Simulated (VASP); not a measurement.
Set up this calculation in VASP 6.6.1, as the native input.

| Quantity | Value |
| --- | --- |
| Task | single point |
| Functional | PBE |
| Potentials or basis | VASP PAW PBE potentials, release 64 (Hf_pv, B, O) |
| Cutoff | 520 eV |
| k mesh | 12 × 12 × 4 |
| Occupations | gaussian, width 0.1 eV |
| Spin | no spin polarisation |
| Dipole correction | no |
| Further INCAR settings | ALGO = Fast; EDIFF = 1e-06; NBANDS = 28 |

The structure of HfBO lies in POSCAR:

```
HfBO
1.0
    3.5210270697      0.0000000000      0.0000000000
   -1.7605135349      3.0492988898      0.0000000000
    0.0000000000      0.0000000000      9.6664926610
Hf B O
2 2 2
Direct
    0.0000000000      0.0000000000      0.2500000000
    0.0000000000      0.0000000000      0.7500000000
    0.0000000000      0.0000000000      0.0000000000
    0.0000000000      0.0000000000      0.5000000000
    0.3333333333      0.6666666667      0.7500000000
    0.6666666667      0.3333333333      0.2500000000
```

The cell was generated, and may not be a known phase.

The input as run:

INCAR

```
SYSTEM = HfBO
PREC = Accurate
ENCUT = 520
EDIFF = 1E-6
ISMEAR = 0
SIGMA = 0.1
LREAL = .False.
LASPH = .True.
NELM = 100
ALGO = Fast
ISIF = 2
LWAVE = .False.
LCHARG = .True.
GGA = PE
LELF = .True.
LVHAR = .True.
NBANDS = 28
```

KPOINTS

```
Automatic mesh
0
Gamma
  12 12 4
  0 0 0
```

Potentials or basis: VASP PAW PBE potentials, release 64 (Hf_pv, B, O).

The run is started by

```console
$ cat potpaw_PBE.64/Hf_pv/POTCAR potpaw_PBE.64/B/POTCAR potpaw_PBE.64/O/POTCAR > POTCAR
$ mpirun -np 1 vasp_std > vasp.out
```

Results of the run:

The pressure is -0.8 GPa and the band gap on the k mesh is zero (bands 19 and 20 overlap by 2.33 eV).

Caveat: spin-orbit coupling is left out, which moves the levels of the heavy elements.

Wall time 5.6 min on 1 thread of Oxide Virtual Turin-like Processor, on a shared host, peak memory 0.29 GiB.
